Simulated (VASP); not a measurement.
Hf, 2 atoms in the cell. It takes space group P6_3/mmc (No. 194, hexagonal). The conventional cell has a = 3.200 Å, b = 3.200 Å, c = 5.062 Å, α = 90.00°, β = 90.00°, γ = 120.00°. Within 4.1 Å of Hf (site symmetry -6m2) lie 12 Hf at 3.13 to 3.20 Å. 

* Program: VASP 6.6.1
* Task: single point
* Functional: PBEsol
* Potentials or basis: VASP PAW PBE potentials, release 64 (Hf_pv)
* Cutoff: 520 eV
* k mesh: 10 × 10 × 6
* Occupations: gaussian, width 0.005 eV
* Spin: non-collinear spin, zero start, spin-orbit coupling
* Starting moments: [[0.0, 0.0, 0.0], [0.0, 0.0, 0.0]] μB
* Dipole correction: no
* Further INCAR settings: ALGO = Normal; EDIFF = 1e-07; NBANDS = 32

Potentials or basis: VASP PAW PBE potentials, release 64 (Hf_pv).

The run is started by

```sh
$ cat potpaw_PBE.64/Hf_pv/POTCAR > POTCAR
$ mpirun -np 1 vasp_ncl > vasp.out
```

Hardware: 1 thread of Intel Xeon 6975P-C (shared host).

Question: Estimate the wall time of this run.

Answer: Run time: 3.2 min on 1 thread of Intel Xeon 6975P-C (shared host), peak memory 0.31 GiB. Counts: scf iterations 16, k points 56.
